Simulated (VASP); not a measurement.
Input of a VASP 6.6.1 run:

Contents of INCAR:

```
PREC = Accurate ; ENCUT = 520
EDIFF = 1E-7 ; ISMEAR = -1
SIGMA = 0.1 ; LREAL = F
LASPH = T ; NELM = 80
ALGO = Normal ; ISIF = 2
LWAVE = F ; LCHARG = T
GGA = RE ; LELF = T
LVHAR = T ; NBANDS = 12
```

File KPOINTS:

```
Automatic mesh
0
Gamma
  9 9 9
```

File POSCAR:

```
Sb
1.0
    2.1966640268      1.2682445672      3.9359977939
   -2.1966640268      1.2682445672      3.9359977939
    0.0000000000     -2.5364891344      3.9359977939
Sb
2
Direct
    0.2311082914      0.2311082914      0.2311082914
    0.7688917086      0.7688917086      0.7688917086
```

Potentials or basis: VASP PAW PBE potentials, release 64 (Sb).

Command:

```console
$ cat potpaw_PBE.64/Sb/POTCAR > POTCAR
$ mpirun -np 1 vasp_std > vasp.out
```

Question: What does it give for the band gap on the k mesh?

Answer: 0.13 eV, indirect (least direct gap 0.50 eV).

Question: What does it give for the pressure?

Answer: 0.0 GPa.

Question: Estimate the largest force.

Answer: 0.034 eV/Å.

Forces on the atoms (eV/Å):
```
Sb   0.000  0.000  0.034
Sb   0.000  0.000 -0.034
```

Caveat: the PAW data sets were made with another functional, which shifts forces and pressure a little; spin-orbit coupling is left out, which moves the levels of the heavy elements. A k mesh can miss the band edges.
